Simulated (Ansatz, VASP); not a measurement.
## MgB2: VASP beside Ansatz

```
Mg B
1.0
     6.17000    0.00000    0.00000
    -1.54250    2.67169    0.00000
     0.00000    0.00000    3.52300
Mg B
2 4
Cartesian
  0.0000 0.0000 0.0000
  3.0850 0.0000 0.0000
  0.0000 1.7811 1.7615
  3.0850 1.7811 1.7615
  1.5425 0.8906 1.7615
  4.6275 0.8906 1.7615
```

Alike in both runs: task electric field gradients; functional PBEsol; k mesh 12 × 12 × 9; occupations fermi-dirac, width 0.05 eV; no spin polarisation.

|  | VASP | Ansatz |
| --- | --- | --- |
| version | VASP 6.6.1 | Ansatz 0.2.0 |
| potentials or method | VASP PAW PBE potentials, release 64 (Mg, B) | plane-wave PAW, scalar-relativistic |
| plane-wave cutoff (eV) | 520 | 420 |
| valence electrons in the cell | 16 | 32 |

Ansatz gave:

- rms of the force components (eV/Å): 0.006
- size of Vzz on the site where it differs most (V/Å²): 16.9

Question: Which values does VASP return?

Answer: rms of the force components (eV/Å): 0.006; size of Vzz on the site where it differs most (V/Å²): 19.2.

VASP's potentials were made for PBE, not for PBEsol, and Ansatz warns of the same on its side. Atom by atom the forces differ by 0.000 eV/Å (rms over components). With one functional, cell and mesh, what is left measures potentials, basis and numerics. VASP's potentials hold 16 valence electrons a cell and Ansatz's 32, so a difference there can come from the potentials and not from the codes.
